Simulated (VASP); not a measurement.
# Cl (Cmce) in VASP: further runs, part 2 of 2

VASP 6.6.1. The steps go on from the part before.

## 3. Single point, PBE

This run uses another cell than the first one, of 21.36 Å³/atom, 1.052 times its volume.

INCAR reads:

```
SYSTEM = Cl
  ALGO = Normal
  EDIFF = 1E-6
  ENCUT = 520
  GGA = PE
  ISIF = 2
  ISMEAR = 0
  LASPH = .TRUE.
  LCHARG = .FALSE.
  LREAL = .FALSE.
  LWAVE = .FALSE.
  NBANDS = 22
  NELM = 100
  PREC = Accurate
  SIGMA = 0.01
```

KPOINTS reads:

```
k-points
0
G
  6 6 2
  0 0 0
```

POSCAR reads:

```
Cl
1.0
    2.9302423301     -1.8825406886      0.0000000000
    2.9302423301      1.8825406886      0.0000000000
    0.0000000000      0.0000000000      7.7459512170
Cl
4
Direct
    0.8603916092      0.1396083908      0.1128590957
    0.6396083908      0.3603916092      0.6128590957
    0.1396083908      0.8603916092      0.8871409043
    0.3603916092      0.6396083908      0.3871409043
```

Potentials or basis: VASP PAW PBE potentials, release 64 (Cl).

Run with:

```console
$ cat potpaw_PBE.64/Cl/POTCAR > POTCAR
$ mpirun -np 1 vasp_std > vasp.out
```

Wall time 32 s (1 thread of Intel Xeon Platinum 8488C (Sapphire Rapids), shared host); peak memory 0.2 GiB.

The run converged. Its results:

- Free energy: -6.8578 eV
- Pressure: 5.6 GPa
- Largest force: 0.169 eV/Å
- Band gap on the k mesh: 2.11 eV, indirect (least direct gap 2.17 eV)

Forces in eV/Å, atoms in the order of the input:
```
Cl   0.000 -0.085 -0.146
Cl   0.000  0.085 -0.146
Cl   0.000  0.085  0.146
Cl   0.000 -0.085  0.146
```

Stress tensor (GPa, compression positive):
```
5.91 0.00 0.00
0.00 5.68 0.00
0.00 0.00 5.14
```

Levels at points of the mesh, in eV from the valence-band top:
```
           k point  band 11  band 12  band 13  band 14  band 15  band 16  band 17  band 18
(0.00, 0.00, 0.00)    -1.34    -0.67    -0.15     0.00     2.17     3.12     7.46     7.68
(0.50, 0.00, 0.00)    -1.49    -1.49    -0.51    -0.51     3.06     3.06     7.84     7.84
(0.50, 0.50, 0.00)    -2.40    -1.67    -0.82    -0.39     2.11     2.75     7.62     8.24
(0.00, 0.00, 0.50)    -1.26    -1.26    -0.07    -0.07     2.52     2.52     7.94     7.94
(0.50, 0.00, 0.50)    -0.96    -0.96    -0.02    -0.02     2.47     2.47     8.30     8.30
(0.50, 0.50, 0.50)    -1.48    -1.48    -1.30    -1.30     2.28     2.28     8.80     8.80
```

A k mesh can miss the band edges.

## 4. Single point, PBE

This run uses another cell than the first one, of 22.87 Å³/atom, 1.126 times its volume.

INCAR reads:

```
SYSTEM = Cl
PREC = Accurate
ENCUT = 520
EDIFF = 1E-7
ISMEAR = 0
SIGMA = 0.01
LREAL = .FALSE.
LASPH = .TRUE.
NELM = 100
ALGO = Normal
ISIF = 2
LWAVE = .FALSE.
LCHARG = .FALSE.
GGA = PE
NBANDS = 22
```

KPOINTS reads:

```
Automatic mesh
0
G
  6 6 2
  0 0 0
```

POSCAR reads:

```
Cl
1.0
    3.0268338677     -1.9259321008      0.0000000000
    3.0268338677      1.9259321008      0.0000000000
    0.0000000000      0.0000000000      7.8466377124
Cl
4
Direct
    0.8651807722      0.1348192278      0.1117357160
    0.6348192278      0.3651807722      0.6117357160
    0.1348192278      0.8651807722      0.8882642840
    0.3651807722      0.6348192278      0.3882642840
```

Run with:

```console
$ cat potpaw_PBE.64/Cl/POTCAR > POTCAR
$ mpirun -np 1 vasp_std > vasp.out
```

It took 44 s on 1 thread of Intel Xeon Platinum 8488C (Sapphire Rapids), shared host; peak memory 0.2 GiB.

Results (log left out):

```yaml
Free_energy: -7.0460 eV
Pressure: 3.6 GPa
Largest_force: 0.167 eV/Å
Band_gap_on_the_k_mesh: 2.17 eV, indirect (least direct gap 2.18 eV)
```

Forces in eV/Å, atoms in the order of the input:
```
Cl   0.000 -0.081 -0.146
Cl   0.000  0.081 -0.146
Cl   0.000  0.081  0.146
Cl   0.000 -0.081  0.146
```

Stress tensor (GPa, compression positive):
```
3.93 0.00 0.00
0.00 3.70 0.00
0.00 0.00 3.16
```

Levels at points of the mesh, in eV from the valence-band top:
| k point | band 11 | band 12 | band 13 | band 14 | band 15 | band 16 | band 17 | band 18 |
| --- | --- | --- | --- | --- | --- | --- | --- | --- |
| (0.00, 0.00, 0.00) | -1.23 | -0.57 | -0.17 | 0.00 | 2.18 | 3.10 | 7.38 | 7.41 |
| (0.50, 0.00, 0.00) | -1.29 | -1.29 | -0.45 | -0.45 | 3.02 | 3.02 | 7.91 | 7.91 |
| (0.50, 0.50, 0.00) | -2.08 | -1.51 | -0.67 | -0.30 | 2.17 | 2.80 | 7.89 | 8.31 |
| (0.00, 0.00, 0.50) | -1.13 | -1.13 | -0.08 | -0.08 | 2.54 | 2.54 | 7.74 | 7.74 |
| (0.50, 0.00, 0.50) | -0.85 | -0.85 | -0.05 | -0.05 | 2.53 | 2.53 | 8.32 | 8.32 |
| (0.50, 0.50, 0.50) | -1.29 | -1.29 | -1.11 | -1.11 | 2.37 | 2.37 | 8.92 | 8.92 |

A k mesh can miss the band edges. PBE gaps usually lie below the measured ones, often by a third to a half.

## 5. Single point, PBE

This run uses another cell than the first one, of 25.41 Å³/atom, 1.251 times its volume.

INCAR reads:

```
PREC = Accurate
ENCUT = 520
EDIFF = 1E-6
ISMEAR = 0
SIGMA = 0.01
LREAL = False
LASPH = True
NELM = 60
ALGO = Normal
ISIF = 2
LWAVE = False
LCHARG = False
GGA = PE
NBANDS = 22
```

KPOINTS reads:

```
regular mesh
0
Gamma
  6 6 2
```

POSCAR reads:

```
Cl
1.0
    3.1918919032     -1.9932413581      0.0000000000
    3.1918919032      1.9932413581      0.0000000000
    0.0000000000      0.0000000000      7.9878908446
Cl
4
Direct
    0.8715081156      0.1284918844      0.1100273512
    0.6284918844      0.3715081156      0.6100273512
    0.1284918844      0.8715081156      0.8899726488
    0.3715081156      0.6284918844      0.3899726488
```

Run with:

```console
$ cat potpaw_PBE.64/Cl/POTCAR > POTCAR
$ mpirun -np 1 vasp_std > vasp.out
```

Wall time 32 s (1 thread of Intel Xeon Platinum 8488C (Sapphire Rapids), shared host); peak memory 0.2 GiB.

The run converged. Its results:

```yaml
Free_energy: -7.2332 eV
Pressure: 1.6 GPa
Largest_force: 0.171 eV/Å
Band_gap_on_the_k_mesh: 2.22 eV, direct
```

Forces on the atoms (eV/Å):
```
Cl   0.000 -0.084 -0.149
Cl   0.000  0.084 -0.149
Cl   0.000  0.084  0.149
Cl   0.000 -0.084  0.149
```

Stress tensor (GPa, compression positive):
```
1.94 0.00 0.00
0.00 1.72 0.00
0.00 0.00 1.20
```

Levels at points of the mesh, in eV from the valence-band top:
| k point | band 12 | band 13 | band 14 | band 15 | band 16 | band 17 |
| --- | --- | --- | --- | --- | --- | --- |
| (0.00, 0.00, 0.00) | -0.44 | -0.20 | 0.00 | 2.22 | 3.09 | 7.04 |
| (0.50, 0.00, 0.00) | -1.01 | -0.39 | -0.39 | 2.98 | 2.98 | 7.99 |
| (0.50, 0.50, 0.00) | -1.29 | -0.49 | -0.19 | 2.26 | 2.88 | 8.24 |
| (0.00, 0.00, 0.50) | -0.94 | -0.10 | -0.10 | 2.57 | 2.57 | 7.46 |
| (0.50, 0.00, 0.50) | -0.69 | -0.07 | -0.07 | 2.61 | 2.61 | 8.33 |
| (0.50, 0.50, 0.50) | -1.05 | -0.86 | -0.86 | 2.49 | 2.49 | 9.04 |

A k mesh can miss the band edges. A hybrid or GW would open this gap; PBE tends to underestimate it.

## 6. Single point, PBE

This run uses another cell than the first one, of 35.42 Å³/atom, 1.745 times its volume.

INCAR reads:

```
SYSTEM = Cl
  PREC = Accurate
  ENCUT = 520
  EDIFF = 1E-6
  ISMEAR = 0
  SIGMA = 0.01
  LREAL = .False.
  LASPH = .True.
  NELM = 80
  ALGO = Normal
  ISIF = 2
  LWAVE = .False.
  LCHARG = .True.
  GGA = PE
  LELF = .True.
  LVHAR = .True.
  NBANDS = 22
```

KPOINTS reads:

```
Automatic mesh
0
Gamma
  6 6 2
  0 0 0
```

POSCAR reads:

```
Cl
1.0
    3.9506155773     -2.1517778073      0.0000000000
    3.9506155773      2.1517778073      0.0000000000
    0.0000000000      0.0000000000      8.3338401462
Cl
4
Direct
    0.8863363061      0.1136636939      0.1064164270
    0.6136636939      0.3863363061      0.6064164270
    0.1136636939      0.8863363061      0.8935835730
    0.3863363061      0.6136636939      0.3935835730
```

Potentials or basis: VASP PAW PBE potentials, release 64 (Cl).

Run with:

```console
$ cat potpaw_PBE.64/Cl/POTCAR > POTCAR
$ mpirun -np 1 vasp_std > vasp.out
```

Run time: 56 s. Hardware: 1 thread of Intel Xeon Platinum 8488C (Sapphire Rapids), shared host; peak memory 0.28 GiB.

It converged, with:

```yaml
Free_energy: -7.3956 eV
Pressure: -0.3 GPa
Largest_force: 0.177 eV/Å
Band_gap_on_the_k_mesh: 2.35 eV, direct
```

Forces on the atoms (eV/Å):
```
Cl   0.000 -0.083 -0.156
Cl   0.000  0.083 -0.156
Cl   0.000  0.083  0.156
Cl   0.000 -0.083  0.156
```

Stress tensor (GPa, compression positive):
```
-0.05  0.00  0.00
 0.00 -0.20  0.00
 0.00  0.00 -0.62
```

Levels at points of the mesh, in eV from the valence-band top:
```csv
k point,band 10,band 11,band 12,band 13,band 14,band 15,band 16,band 17,band 18,band 19
"(0.00, 0.00, 0.00)",-2.49,-0.80,-0.35,-0.20,0.00,2.35,3.08,6.19,7.05,8.93
"(0.50, 0.00, 0.00)",-2.72,-0.53,-0.53,-0.31,-0.31,2.93,2.93,7.97,7.97,9.69
"(0.50, 0.50, 0.00)",-2.56,-0.84,-0.84,-0.21,-0.04,2.41,3.04,8.47,8.65,8.90
"(0.00, 0.00, 0.50)",-2.51,-0.59,-0.59,-0.17,-0.17,2.66,2.66,6.74,6.74,9.37
"(0.50, 0.00, 0.50)",-2.73,-0.37,-0.37,-0.14,-0.14,2.74,2.74,8.13,8.13,9.45
"(0.50, 0.50, 0.50)",-2.57,-0.61,-0.61,-0.41,-0.41,2.69,2.69,9.07,9.07,9.11
```

A k mesh can miss the band edges. PBE gaps usually lie below the measured ones, often by a third to a half.

## 7. Overview

```tsv
cell	gap on the mesh (eV)	pressure (GPa)	largest force (eV/Å)
a = 3.406, b = 3.406, c = 7.678 Å, angles 90.0, 90.0, 65.8°, 4 atoms	2.06	7.6	0.16
a = 3.483, b = 3.483, c = 7.746 Å, angles 90.0, 90.0, 65.4°, 4 atoms	2.11	5.6	0.17
a = 3.588, b = 3.588, c = 7.847 Å, angles 90.0, 90.0, 64.9°, 4 atoms	2.17	3.6	0.17
a = 3.763, b = 3.763, c = 7.988 Å, angles 90.0, 90.0, 64.0°, 4 atoms	2.22	1.6	0.17
a = 4.499, b = 4.499, c = 8.334 Å, angles 90.0, 90.0, 57.2°, 4 atoms	2.35	-0.3	0.18
```

Alike in all rows: task single point; level PBE; potentials or basis VASP PAW PBE potentials, release 64 (Cl); no spin polarisation; k mesh 6 × 6 × 2; cutoff (eV) 520; smearing gaussian 0.01 eV.

Absolute energies hang on the potentials; compare differences alone.
